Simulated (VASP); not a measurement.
# CdSe (Cm) in VASP: notebook, part 2 of 2

VASP 6.6.1.

## (3) Single point, PBE (atom 1 (Cd) moved by (+0.150, +0.000) A along y and z)

File INCAR:

```
SYSTEM = CdSe
PREC = Accurate
ENCUT = 520
EDIFF = 1E-7
ISMEAR = 0
SIGMA = 0.05
LREAL = .False.
LASPH = .True.
NELM = 100
ALGO = Normal
ISIF = 2
LWAVE = .False.
LCHARG = .True.
GGA = PE
LELF = .True.
LVHAR = .True.
NBANDS = 26
```

File KPOINTS:

```
Automatic mesh
0
Gamma
  6 6 4
  0 0 0
```

File POSCAR:

```
CdSe
1.0
    4.2984999142      0.0000000000      0.0000000000
   -2.1492499571      3.7226101239      0.0000000000
    0.0000000000      0.0000000000      7.0152000000
Cd Se
2 2
Direct
    0.6868138208      0.3736276416      0.0000000000
    0.3333333333      0.6666666667      0.5000000000
    0.6666666667      0.3333333333      0.3750000000
    0.3333333333      0.6666666667      0.8750000000
```

Potentials or basis: VASP PAW PBE potentials, release 64 (Cd, Se).

The run is started by

```
$ cat potpaw_PBE.64/Cd/POTCAR potpaw_PBE.64/Se/POTCAR > POTCAR
$ mpirun -np 1 vasp_std > vasp.out
```

OUTCAR:

```text
SYSTEM = CdSe
   PREC = Accurate
   ENCUT = 520
   EDIFF = 1E-7
   ISMEAR = 0
   LREAL = .False.
   LASPH = .True.
   NELM = 100
   ISIF = 2
   GGA = PE

 ion  position               nearest neighbor table
   1  0.687  0.374  0.000-   4 2.56   4 2.56   3 2.63   4 2.77
   2  0.333  0.667  0.500-   4 2.63   3 2.63   3 2.63   3 2.63
   3  0.667  0.333  0.375-   2 2.63   2 2.63   2 2.63   1 2.63
   4  0.333  0.667  0.875-   1 2.56   1 2.56   2 2.63   1 2.77

  LATTYP: Found a hexagonal cell.
 ALAT       =     4.2984999142
 C/A-ratio  =     1.6320111993

  Lattice vectors:

 A1 = (   4.2984999142,   0.0000000000,   0.0000000000)
 A2 = (  -2.1492499571,   3.7226101239,   0.0000000000)
 A3 = (   0.0000000000,   0.0000000000,   7.0152000000)

Analysis of symmetry for initial positions (statically):
=====================================================================
 Subroutine PRICEL returns:
 Original cell was already a primitive cell.

 Routine SETGRP: Setting up the symmetry group for a
 hexagonal supercell.
[... 167 lines left out ...]
  free energy    TOTEN  =       -10.86877311 eV

  energy without entropy =      -10.86877311  energy(sigma->0) =      -10.86877311

 E-fermi :   1.2494     XC(G=0):  -8.8893

 val. band max:        0.9950624885   @ k =   0.0000   0.0000   0.0000
 cond. band min:       1.6470241834   @ k =   0.0000   0.0000   0.0000
 fundamental gap:      0.6519616949
 Fermi energy:         1.2493675690

 k-point     1 :       0.0000    0.0000    0.0000
  band No.  band energies     occupation
      1     -11.6597      2.00000
      2     -11.2775      2.00000
      3      -7.0269      2.00000
      4      -6.9987      2.00000
      5      -6.9328      2.00000
      6      -6.9082      2.00000
[... 685 lines left out ...]
     25       9.1529      0.00000
     26      10.3472      0.00000

 [... further k-points ...]

------------------------ aborting loop because EDIFF is reached ----------------------------------------

  FORCE on cell =-STRESS in cart. coord.  units (eV):
  Direction    XX          YY          ZZ          XY          YZ          ZX
  --------------------------------------------------------------------------------------
  -------------------------------------------------------------------------------------
  Total        3.2983488      1.7016261      2.4408291      0.0000000     -0.5139474      0.0000000
  in kB       47.0763329     24.2867942     34.8372142      0.0000000     -7.3354161      0.0000000
  external PRESSURE =      35.4001137 kB  Pullay stress =       0.0000000 kB

 VOLUME and BASIS-vectors are now :
 -----------------------------------------------------------------------------
  energy-cutoff  :      520.00
  volume of cell :      112.25
      direct lattice vectors                 reciprocal lattice vectors
     4.298499914  0.000000000  0.000000000     0.232639297  0.134314361  0.000000000
    -2.149249957  3.722610124  0.000000000     0.000000000  0.268628722  0.000000000
     0.000000000  0.000000000  7.015200000     0.000000000  0.000000000  0.142547611

 POSITION                                       TOTAL-FORCE (eV/Angst)
 -----------------------------------------------------------------------------------
      2.14925      1.39087      0.00000         0.000000     -0.617722      0.088536
     -0.00000      2.48174      3.50760         0.000000     -0.023504     -0.018996
      2.14925      1.24087      2.63070         0.000000      0.007160     -0.001757
     -0.00000      2.48174      6.13830        -0.000000      0.634065     -0.067783
 -----------------------------------------------------------------------------------
    total drift:                               -0.000000     -0.000037      0.000051

  FREE ENERGIE OF THE ION-ELECTRON SYSTEM (eV)
  ---------------------------------------------------
  free  energy   TOTEN  =       -10.8687731139 eV

  energy  without entropy=      -10.8687731139  energy(sigma->0) =      -10.86877311
```

Wall time 95 s (1 thread of Intel Xeon Platinum 8375C at 2.90GHz (Ice Lake), shared host); peak memory 0.29 GiB.

What came out:

```yaml
Free_energy: -10.8688 eV
Pressure: 3.5 GPa
Largest_force: 0.638 eV/Å
Band_gap_on_the_k_mesh: 0.65 eV, direct
```

Forces on the atoms (eV/Å):
```
Cd   0.000 -0.618  0.089
Cd   0.000 -0.024 -0.019
Se   0.000  0.007 -0.002
Se   0.000  0.634 -0.068
```

Stress tensor (GPa, compression positive):
```
 4.71  0.00  0.00
 0.00  2.43 -0.73
 0.00 -0.73  3.48
```

Caveat: the cell differs from its parent crystal (atom 1 (Cd) moved by (+0.150, +0.000) A along y and z).
